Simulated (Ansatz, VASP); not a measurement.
One calculation of Ti, two programs

```xyz
2
Lattice="2.9741 0.0000 0.0000 -1.4870 2.5756 0.0000 0.0000 0.0000 4.6996" Properties=species:S:1:pos:R:3 pbc="T T T"
Ti    0.0000    1.7171    1.1749
Ti    1.4870    0.8585    3.5247
```

Alike in both runs: task single point; functional r2SCAN; k mesh 20 × 20 × 11; occupations fermi-dirac, width 0.05 eV; collinear spin.

|  | VASP | Ansatz |
| --- | --- | --- |
| version | VASP 6.6.1 | Ansatz 0.2.0 |
| potentials or method | VASP PAW PBE potentials, release 64 (Ti_sv), cutoff 520 eV | plane waves (500 eV) with PAW, scalar-relativistic |
| valence electrons in the cell | 24 | 24 |

Ansatz gave:

* pressure (GPa): -4.3
* net moment per atom (μB): 0.00

Which values does VASP return?

Pressure (GPa): -4.0; net moment per atom (μB): 0.00.

VASP's potentials were made for PBE, not for r2SCAN. Ansatz's warnings: seeded moment not kept, stability check not made.
